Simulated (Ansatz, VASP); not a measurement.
Given: the input of a run of VASP 6.6.1 on InAs.

File INCAR:

```
SYSTEM = InAs
  ALGO = Normal
  EDIFF = 1E-6
  EDIFFG = -0.005
  ENCUT = 600
  GGA = RP
  IBRION = 2
  ISIF = 3
  ISMEAR = -1
  IVDW = 13
  LASPH = .TRUE.
  LCHARG = .FALSE.
  LREAL = .FALSE.
  LWAVE = .FALSE.
  NELM = 80
  NSW = 80
  PREC = Accurate
  SIGMA = 0.05
```

File KPOINTS:

```
k-points
0
G
  8 8 8
  0 0 0
```

The input POSCAR:

```
InAs
1.0
    0.0000000000      3.0180000000      3.0180000000
    3.0180000000      0.0000000000      3.0180000000
    3.0180000000      3.0180000000      0.0000000000
In As
1 1
Direct
    0.0000000000      0.0000000000      0.0000000000
    0.7500000000      0.7500000000      0.7500000000
```

Potentials or basis: VASP PAW PBE potentials, release 64 (In_d, As).

The run is started by

```console
$ cat potpaw_PBE.64/In_d/POTCAR potpaw_PBE.64/As/POTCAR > POTCAR
$ mpirun -np 1 vasp_std > vasp.out
```

Question: Translate it to Ansatz 0.2.0. Potentials there: all-electron LAPW, scalar-relativistic.

Answer: As run (the cutoff follows the program's own potentials):

The input input.yaml:

```yaml
crystal:
  lattice:
    - [0.0, 3.018, 3.018]
    - [3.018, 0.0, 3.018]
    - [3.018, 3.018, 0.0]
  atoms:
    - { symbol: In, position: [0.0, 0.0, 0.0] }
    - { symbol: As, position: [0.75, 0.75, 0.75] }
kpoints:
  mp_grid: { grid: [8, 8, 8] }
scf:
  occupations: { method: fermi_dirac, width: 0.05 }
hamiltonian:
  xc: rpbe
  dispersion: d4
  pseudopotentials: { kind: all_electron, lapw: { basis_error: 0.001 } }
output:
  forces: true
  stress: true
relax:
  f_tol: 0.005
  max_steps: 60
  cell: {}
```

Potentials or basis: all-electron LAPW, scalar-relativistic.

Launch:

```sh
$ ansatz run input.yaml --threads 1 --pin off --max-ram 3072MiB --backend cpu --events-out ev --progress --plain --runs-dir out
```

Both were run:

|  | VASP | Ansatz | Ansatz less VASP |
| --- | --- | --- | --- |
| relaxed volume (Å³/atom) | 28.45 | 28.44 | -0.011 |
| relaxed cell length with the largest relative difference (Å) | 4.317 | 4.317 | -0.0005 |

VASP's potentials were made for PBE, not for RPBE. Ansatz ran all-electron here, and VASP with PAW potentials.
